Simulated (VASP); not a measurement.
Write the native input for VASP 6.6.1 that does the following.

```
Task                   : single point
Functional             : PBE
Potentials or basis    : VASP PAW PBE potentials, release 64 (Hf_pv, N)
Cutoff                 : 520 eV
k mesh                 : 8 × 8 × 8
Occupations            : gaussian, width 0.1 eV
Spin                   : no spin polarisation
Dipole correction      : no
Further INCAR settings : ALGO = Normal; EDIFF = 1e-06; NBANDS = 30
```

The structure of Hf4N lies in POSCAR:

```
Hf4N
1.0
    0.0000000000      4.5576929698      4.5576929698
    4.5576929698      0.0000000000      4.5576929698
    4.5576929698      4.5576929698      0.0000000000
Hf N
4 1
Direct
    0.8824831539      0.3525505383      0.8824831539
    0.8824831539      0.8824831539      0.8824831539
    0.3525505383      0.8824831539      0.8824831539
    0.8824831539      0.8824831539      0.3525505383
    0.7500000000      0.7500000000      0.7500000000
```

The cell was built from a structure type or drawn by symmetry, and may not be a known phase.

One way to write it, as run:

INCAR

```
PREC     = Accurate       # precision mode
ENCUT    = 520            # plane-wave cutoff, eV
EDIFF    = 1E-6           # SCF threshold, eV
ISMEAR   = 0              # smearing method
SIGMA    = 0.1            # smearing width, eV
LREAL    = F              # projectors in reciprocal space
LASPH    = T              # aspherical terms in the spheres
NELM     = 100            # most SCF steps
ALGO     = Normal         # electronic algorithm
ISIF     = 2              # what is computed and relaxed
LWAVE    = F              # write WAVECAR
LCHARG   = T              # write CHGCAR
GGA      = PE             # functional
LELF     = T              # ELF
LVHAR    = T            
NBANDS   = 30             # bands
```

KPOINTS

```
regular mesh
0
Gamma
  8 8 8
```

Potentials or basis: VASP PAW PBE potentials, release 64 (Hf_pv, N).

The run is started by

```console
$ cat potpaw_PBE.64/Hf_pv/POTCAR potpaw_PBE.64/N/POTCAR > POTCAR
$ mpirun -np 1 vasp_std > vasp.out
```

It gave:

The pressure is -0.3 GPa and the largest force is 0.039 eV/Å. The band gap on the k mesh is zero (an odd number of electrons rules out a gap without spin polarisation).

Caveat: spin-orbit coupling is left out, which moves the levels of the heavy elements.

It took 100 s on 1 thread of Intel(R) Xeon(R) 6975P-C (Granite Rapids), on a shared host, peak memory 0.39 GiB.
